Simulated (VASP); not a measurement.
# Ni (P6_3/mmc) in VASP: relaxation of cell and atoms with PBE

Aim: the relaxation of cell and atoms of Ni with PBE.

All numbers are computed with VASP 6.6.1; they aren't measurements. Logs are shortened: lines on timing, memory, paths and dates and some standing lists are left out, and cuts for length are marked.

### 1 The cell of the first run

It takes space group P6_3/mmc (No. 194, hexagonal). Conventional cell: a = 2.512 Å, b = 2.512 Å, c = 4.070 Å, α = 90.00°, β = 90.00°, γ = 120.00°. Ni (site symmetry -6m2) has 12 Ni at 2.50 to 2.51 Å within 3.3 Å.

This isn't the form of Ni at room conditions, which is fcc.

### 2 Relaxation of cell and atoms, PBE, collinear spin, ferromagnetic start

Contents of INCAR:

```
SYSTEM = Ni
PREC = Accurate ; ENCUT = 600
EDIFF = 1E-6 ; ISMEAR = -1
SIGMA = 0.05 ; LREAL = .False.
LASPH = .True. ; NELM = 150
ALGO = Normal ; ISIF = 3
LWAVE = .False. ; LCHARG = .False.
ISPIN = 2 ; MAGMOM = 1.5 1.5
LORBIT = 11 ; LMAXMIX = 4
GGA = PE ; IBRION = 2
NSW = 100 ; EDIFFG = -0.005
```

Contents of KPOINTS:

```
Automatic mesh
0
Gamma
  15 15 8
  0 0 0
```

Contents of POSCAR:

```
Ni
1.0
    2.5123336524      0.0000000000      0.0000000000
   -1.2561668262      2.1757447658      0.0000000000
    0.0000000000      0.0000000000      4.0699805169
Ni
2
Direct
    0.3333333333      0.6666666667      0.2500000000
    0.6666666667      0.3333333333      0.7500000000
```

Potentials or basis: VASP PAW PBE potentials, release 64 (Ni).

Run with:

```bash
$ cat potpaw_PBE.64/Ni/POTCAR > POTCAR
$ mpirun -np 1 vasp_std > vasp.out
```

OUTCAR:

```text
SYSTEM = Ni
   PREC = Accurate
   ENCUT = 600
   EDIFF = 1E-6
   ISMEAR = -1
   LREAL = .False.
   LASPH = .True.
   NELM = 150
   ISIF = 3
   ISPIN = 2
   LORBIT = 11
   GGA = PE
   IBRION = 2
   NSW = 100
   EDIFFG = -0.005

 ion  position               nearest neighbor table
   1  0.333  0.667  0.250-   2 2.50   2 2.50   2 2.50   2 2.50   2 2.50   2 2.50
   2  0.667  0.333  0.750-   1 2.50   1 2.50   1 2.50   1 2.50   1 2.50   1 2.50

  LATTYP: Found a hexagonal cell.
 ALAT       =     2.5123336524
 C/A-ratio  =     1.6200000000

  Lattice vectors:

 A1 = (   2.5123336524,   0.0000000000,   0.0000000000)
 A2 = (  -1.2561668262,   2.1757447658,   0.0000000000)
 A3 = (   0.0000000000,   0.0000000000,   4.0699805169)

Analysis of symmetry for initial positions (statically):
=====================================================================
 Subroutine PRICEL returns:
 Original cell was already a primitive cell.

 Routine SETGRP: Setting up the symmetry group for a
 hexagonal supercell.

 Subroutine GETGRP returns: Found 24 space group operations
 (whereof 12 operations were pure point group operations)
 out of a pool of 24 trial point group operations.

The static configuration has the point symmetry D_3d.
 The point group associated with its full space group is D_6h.

Analysis of symmetry for dynamics (positions and initial velocities):
=====================================================================
 Subroutine PRICEL returns:
 Original cell was already a primitive cell.

 Routine SETGRP: Setting up the symmetry group for a
 hexagonal supercell.

 Subroutine GETGRP returns: Found 24 space group operations
 (whereof 12 operations were pure point group operations)
 out of a pool of 24 trial point group operations.

The dynamic configuration has the point symmetry D_3d.
 The point group associated with its full space group is D_6h.

Analysis of structural, dynamic, and magnetic symmetry:
=====================================================================
 Subroutine PRICEL returns:
 Original cell was already a primitive cell.

 Routine SETGRP: Setting up the symmetry group for a
 hexagonal supercell.

 Subroutine GETGRP returns: Found 24 space group operations
 (whereof 12 operations were pure point group operations)
 out of a pool of 24 trial point group operations.

The overall configuration has the point symmetry D_3d.
 The point group associated with its full space group is D_6h.

 Subroutine INISYM returns: Found 24 space group operations
 (whereof 12 operations are pure point group operations),
 and found     1 'primitive' translations

----------------------------------------------------------------------------------------

                                     Primitive cell

  volume of cell :      22.2473

  direct lattice vectors                    reciprocal lattice vectors
     2.512333652  0.000000000  0.000000000     0.398036303  0.229806367  0.000000000
    -1.256166826  2.175744766  0.000000000     0.000000000  0.459612734  0.000000000
     0.000000000  0.000000000  4.069980517     0.000000000  0.000000000  0.245701422

  length of vectors
     2.512333652  2.512333652  4.069980517     0.459612734  0.459612734  0.245701422

  position of ions in fractional coordinates (direct lattice)
     0.333333333  0.666666667  0.250000000
     0.666666667  0.333333333  0.750000000

  ion indices of the primitive-cell ions
   primitive index   ion index
                 1           1
                 2           2

----------------------------------------------------------------------------------------

 KPOINTS: Automatic mesh

Automatic generation of k-mesh.
 Grid dimensions read from file:
 generate k-points for:   15   15    8

 Generating k-lattice:

  Cartesian coordinates                     Fractional coordinates (reciprocal lattice)
     0.026535754  0.015320424  0.000000000     0.066666667  0.000000000  0.000000000
     0.000000000  0.030640849  0.000000000     0.000000000  0.066666667  0.000000000
     0.000000000  0.000000000  0.030712678     0.000000000  0.000000000  0.125000000

  Length of vectors
     0.030640849  0.030640849  0.030712678

  Shift w.r.t. Gamma in fractional coordinates (k-lattice)
     0.000000000  0.000000000  0.000000000

 Subroutine IBZKPT returns following result:
 ===========================================

 Found    135 irreducible k-points:

 Following reciprocal coordinates:
            Coordinates               Weight
  0.000000  0.000000  0.000000      1.000000
  0.066667  0.000000  0.000000      6.000000
  0.133333  0.000000  0.000000      6.000000
  0.200000  0.000000  0.000000      6.000000
  0.266667  0.000000  0.000000      6.000000
  0.333333 -0.000000  0.000000      6.000000
[... 16 lines left out ...]
  0.333333  0.200000  0.000000     12.000000
  0.400000  0.200000  0.000000      6.000000
 [... further k-points ...]
   k-points           NKPTS =    135   k-points in BZ     NKDIM =    135   number of bands    NBANDS=     16
   number of dos      NEDOS =    301   number of ions     NIONS =      2
   total plane-waves  NPLWV =  14400
   dimension x,y,z NGX =    20 NGY =   20 NGZ =   36
   dimension x,y,z NGXF=    40 NGYF=   40 NGZF=   72
   ions per type =               2
   NGX,Y,Z   is equivalent  to a cutoff of  13.23, 13.23, 14.70 a.u.
   NGXF,Y,Z  is equivalent  to a cutoff of  26.47, 26.47, 29.41 a.u.
 SYSTEM =  Ni
   PREC   = accura    normal or accurate (medium, high low for compatibility)
   ISTART =      0    job   : 0-new  1-cont  2-samecut
   ICHARG =      2    charge: 1-file 2-atom 10-const
   ISPIN  =      2    spin polarized calculation?
   LNONCOLLINEAR =      F non collinear calculations
   LSORBIT =      F    spin-orbit coupling
   LASPH  =      T    aspherical Exc in radial PAW
   ENCUT  =  600.0 eV  44.10 Ry    6.64 a.u.   5.02  5.02  8.13*2*pi/ulx,y,z
   NELM   =    150;   NELMIN=  2; NELMDL= -5     # of ELM steps
   EDIFF  = 0.1E-05   stopping-criterion for ELM
   LREAL  =      F    real-space projection
   EDIFFG = -.5E-02   stopping-criterion for IOM
   NSW    =    100    number of steps for IOM
   IBRION =      2    ionic relax: 0-MD 1-quasi-New 2-CG
   NFREE  =      1    steps in history (QN), initial steepest desc. (CG)
   ISIF   =      3    stress and relaxation
   ISYM   =      2    0-nonsym 1-usesym 2-fastsym
   POTIM  = 0.5000    time-step for ionic-motion
   TEBEG  =    0.0;   TEEND  =   0.0 temperature during run
   PSTRESS=    0.0 pullay stress
   NELECT =      20.0000    total number of electrons
   NUPDOWN=      -1.0000    fix difference up-down
   EMIN   =  10.00;   EMAX   =-10.00  energy-range for DOS
   EFERMI =   0.00;   METHOD = LEGACY
   ISMEAR =    -1;   SIGMA  =   0.05  broadening in eV -4-tet -1-fermi 0-gaus
   EFERMI_NEDOS =   21; number of points for ismear=-14 and -15
   IALGO  =     38    algorithm
   IMIX   =      4    mixing-type and parameters
     AMIX     =   0.40;   BMIX     =  1.00
     AMIX_MAG =   1.60;   BMIX_MAG =  1.00
  volume/ion in A,a.u.               =      11.12        75.07
  Fermi-wavevector in a.u.,A,eV,Ry     =   1.580007  2.985780 33.965878  2.496422
  Thomas-Fermi vector in A             =   2.680300
   LORBIT       =     11    0 simple, 1 ext, 2 COOP (PROOUT), +10 PAW based schemes
   GGA     = PE    functional components
   LHFCALC =     F    Hartree Fock is set to
   AEXX    =    0.0000 exact exchange contribution
   IVDW    =     0    specifies the selected vdW correction
   LEPSILON=     F    determine dielectric tensor
   LRPA    =     F    only Hartree local field effects (RPA)
 conjugate gradient relaxation of ions
 spin polarized calculation
  energy-cutoff  :      600.00
  volume of cell :       22.25
 maximum number of plane-waves:       764
 NGX is ok and might be reduce to    20
   NGX =  9   NGY =  9   NGZ = 17

--------------------------------------- Ionic step        1  -------------------------------------------

 number of electron      20.0000007 magnetization       1.2939696

 Free energy of the ion-electron system (eV)
  ---------------------------------------------------
  ext. energy  EPLUGINS =         0.00000000
  ---------------------------------------------------
  free energy    TOTEN  =       -10.90299923 eV

  energy without entropy =      -10.86745112  energy(sigma->0) =      -10.88522518

------------------------ aborting loop because EDIFF is reached ----------------------------------------

  FORCE on cell =-STRESS in cart. coord.  units (eV):
  Direction    XX          YY          ZZ          XY          YZ          ZX
  --------------------------------------------------------------------------------------
  -------------------------------------------------------------------------------------
  Total       -0.6086112     -0.6086112     -0.2193123      0.0000000      0.0000000      0.0000000
  in kB      -43.8301466    -43.8301466    -15.7941370      0.0000000      0.0000000      0.0000000
  external PRESSURE =     -34.4848100 kB  Pullay stress =       0.0000000 kB
[... 129 lines left out ...]
  energy  without entropy=      -10.8748802278  energy(sigma->0) =      -10.89206320

--------------------------------------- Ionic step        5  -------------------------------------------

 number of electron      19.9999997 magnetization       1.2936642

 Free energy of the ion-electron system (eV)
  ---------------------------------------------------
  ext. energy  EPLUGINS =         0.00000000
  ---------------------------------------------------
  free energy    TOTEN  =       -10.90931069 eV

  energy without entropy =      -10.87507077  energy(sigma->0) =      -10.89219073

 E-fermi :   9.3494     XC(G=0): -13.2330

 val. band max:        9.3485130290   @ k =   0.4000  -0.0000   0.1250
 cond. band min:       9.3538969316   @ k =   0.4000   0.1333   0.1250
 fundamental gap:      0.0053839026
 Fermi energy:         9.3493963778

 spin component 1

 k-point     1 :       0.0000    0.0000    0.0000
  band No.  band energies     occupation
      1       0.3373      1.00000
      2       4.5145      1.00000
      3       6.8968      1.00000
      4       7.0029      1.00000
      5       7.0029      1.00000
      6       7.2644      1.00000
[... 8 lines left out ...]
     15      33.7880      0.00000
     16      33.7880      0.00000
[... 422 lines left out ...]
      2       5.4457      1.00000
      3       5.4670      1.00000
      4       6.3151      1.00000
      5       6.7853      1.00000
      6       6.9315      1.00000
[... 8 lines left out ...]
     15      20.1614      0.00000
     16      22.2096      0.00000

 [... further k-points ...]

 spin component 2

 k-point     1 :       0.0000    0.0000    0.0000
  band No.  band energies     occupation
      1       0.3082      1.00000
      2       4.9230      1.00000
      3       7.6152      1.00000
      4       7.6931      1.00000
      5       7.6931      1.00000
      6       7.9737      1.00000
[... 8 lines left out ...]
     15      33.8879      0.00000
     16      33.8879      0.00000
[... 466 lines left out ...]
  FREE ENERGIE OF THE ION-ELECTRON SYSTEM (eV)
  ---------------------------------------------------
  free  energy   TOTEN  =       -10.9093106904 eV

  energy  without entropy=      -10.8750707655  energy(sigma->0) =      -10.89219073

 reached required accuracy - stopping structural energy minimisation

 total charge

# of ion       s       p       d       tot
------------------------------------------
    1        0.495   0.494   8.315   9.304
    2        0.495   0.494   8.315   9.304
--------------------------------------------------
tot          0.991   0.988  16.629  18.608

 magnetization (x)

# of ion       s       p       d       tot
------------------------------------------
    1       -0.004  -0.024   0.687   0.659
    2       -0.004  -0.024   0.687   0.659
--------------------------------------------------
tot         -0.009  -0.049   1.375   1.317
```

It took 8.2 min on 1 thread of Intel Xeon 8259CL, shared host; peak memory 0.22 GiB.

Results:

* Free energy: -10.9093 eV
* Relaxed volume: 10.92 Å³/atom
* Relaxed cell: a = 2.485 Å, b = 2.485 Å, c = 4.084 Å, α = 90.00°, β = 90.00°, γ = 120.00°
* Space group after relaxing (to 0.1 Å): P6_3/mmc (No. 194)
* Energy gained by relaxing: 3.2 meV/atom
* Ionic steps: 5
* Pressure after relaxing: 0.0 GPa
* Net moment: 1.29 μB per cell
* Site moments: Ni +0.66 μB
* Valence electrons inside the program's atomic spheres: Ni 9.30

Step by step:
```tsv
step	energy change (eV)	largest force (eV/Å)	pressure (GPa)	volume (Å³)
1	0.0000	0.0000	-3.45	22.25
2	-0.0025	0.0000	3.35	21.48
3	-0.0056	0.0000	0.30	21.80
4	-0.0062	0.0000	0.14	21.83
5	-0.0063	0.0000	0.04	21.84
```

Final structure:
```cif
data_structure
_symmetry_space_group_name_H-M 'P 1'
_symmetry_Int_Tables_number 1
_cell_length_a 2.4848
_cell_length_b 2.4848
_cell_length_c 4.0842
_cell_angle_alpha 90.000
_cell_angle_beta 90.000
_cell_angle_gamma 120.000
_cell_volume 21.84
loop_
_atom_site_label
_atom_site_type_symbol
_atom_site_fract_x
_atom_site_fract_y
_atom_site_fract_z
_atom_site_occupancy
Ni1 Ni 0.33333 0.66667 0.25000 1
Ni2 Ni 0.66667 0.33333 0.75000 1
```
